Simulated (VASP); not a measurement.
# CuO: single point with PBEsol+U

The system is CuO.

```
Cu O
1.0
     4.16094    0.00000    0.00000
     0.00000    4.16094    0.00000
     0.00000    0.00000    3.88764
Cu O
3 3
Direct
  0.50000 0.00000 0.50000
  0.00000 0.50000 0.50000
  0.00000 0.00000 0.00000
  0.00000 0.00000 0.50000
  0.50000 0.00000 0.00000
  0.00000 0.50000 0.00000
```

- Program: VASP 6.6.1
- Task: single point
- Functional: PBEsol
- Potentials or basis: VASP PAW PBE potentials, release 64 (Cu, O)
- Cutoff: 520 eV
- k mesh: 7 × 7 × 7
- Occupations: fermi-dirac, width 0.05 eV
- Spin: no spin polarisation
- Hubbard terms: Cu d U = 4.5 eV
- Dipole correction: no
- Further INCAR settings: ALGO = Normal; EDIFF = 1e-07; NBANDS = 34

```
Pressure               : -7.7 GPa
Band gap on the k mesh : zero (an odd number of electrons rules out a gap without spin polarisation)
```

Stress tensor (GPa, compression positive):
```
 -5.99   0.00   0.00
  0.00  -5.99   0.00
  0.00   0.00 -11.10
```

Levels at points of the mesh, in eV from the Fermi level:
| k point | band 22 | band 23 | band 24 | band 25 | band 26 | band 27 | band 28 | band 29 | band 30 | band 31 |
| --- | --- | --- | --- | --- | --- | --- | --- | --- | --- | --- |
| (0.00, 0.00, 0.00) | -2.42 | -2.34 | -1.77 | -1.64 | -1.15 | -1.15 | 1.59 | 6.65 | 8.17 | 9.28 |

Eigenvalues of the final occupation matrices:
```tsv
site	spin	trace	eigenvalues
site 1 d	1	4.66	0.83 0.94 0.96 0.97 0.97
site 1 d	2	4.66	0.83 0.94 0.96 0.97 0.97
site 2 d	1	4.66	0.83 0.94 0.96 0.97 0.97
site 2 d	2	4.66	0.83 0.94 0.96 0.97 0.97
site 3 d	1	4.62	0.85 0.85 0.97 0.98 0.98
site 3 d	2	4.62	0.85 0.85 0.97 0.98 0.98
```

It took 45 s on 1 thread of Intel(R) Xeon(R) 6975P-C (Granite Rapids), with other jobs on the host, peak memory 0.22 GiB.

Caveat: the cell stands under tension; the PAW data sets were made with another functional, which shifts forces and pressure a little; an odd number of electrons without spin polarisation forces a metal; a magnetic or distorted state may lie lower; U without spin polarisation on a metal has little footing.
